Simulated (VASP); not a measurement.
Wanted: the native input for a VASP 6.6.1 run.

```
Task                   : single point
Functional             : PBEsol
Dispersion             : D3(BJ)
Potentials or basis    : VASP PAW PBE potentials, release 64 (Bi_d)
Cutoff                 : 520 eV
k mesh                 : 18 × 18 × 18
Occupations            : gaussian, width 0.15 eV
Spin                   : no spin polarisation
Dipole correction      : no
Further INCAR settings : ALGO = Fast; EDIFF = 1e-06; NBANDS = 14
```

The structure of Bi lies in POSCAR:

```
Bi
1.0
   -1.7363957664      1.7363957664      2.1727520225
    1.7363957664     -1.7363957664      2.1727520225
    1.7363957664      1.7363957664     -2.1727520225
Bi
1
Direct
    0.0000000000      0.0000000000      0.0000000000
```

These files were run (other wordings do the same):

INCAR

```
ALGO     = Fast           # electronic algorithm
EDIFF    = 1E-6           # SCF threshold, eV
ENCUT    = 520            # plane-wave cutoff, eV
GGA      = PS             # functional
ISIF     = 2              # what is computed and relaxed
ISMEAR   = 0              # smearing method
IVDW     = 12             # dispersion correction
LASPH    = T              # aspherical terms in the spheres
LCHARG   = F              # write CHGCAR
LREAL    = F              # projectors in reciprocal space
LWAVE    = F              # write WAVECAR
NBANDS   = 14             # bands
NELM     = 60             # most SCF steps
PREC     = Accurate       # precision mode
SIGMA    = 0.15           # smearing width, eV
```

KPOINTS

```
k-points
0
Gamma
  18 18 18
```

Potentials or basis: VASP PAW PBE potentials, release 64 (Bi_d).

The run is started by

```bash
$ cat potpaw_PBE.64/Bi_d/POTCAR > POTCAR
$ mpirun -np 1 vasp_std > vasp.out
```

Results of the run:

The pressure is 7.4 GPa, the band gap on the k mesh is zero (an odd number of electrons rules out a gap without spin polarisation) and the dispersion energy per atom is -0.627 eV.

Caveat: the cell stands under pressure; the PAW data sets were made with another functional, which shifts forces and pressure a little; spin-orbit coupling is left out, which moves the levels of the heavy elements.

It took 42 s on 1 thread of Intel(R) Xeon(R) 6975P-C (Granite Rapids) (shared host), peak memory 0.27 GiB.
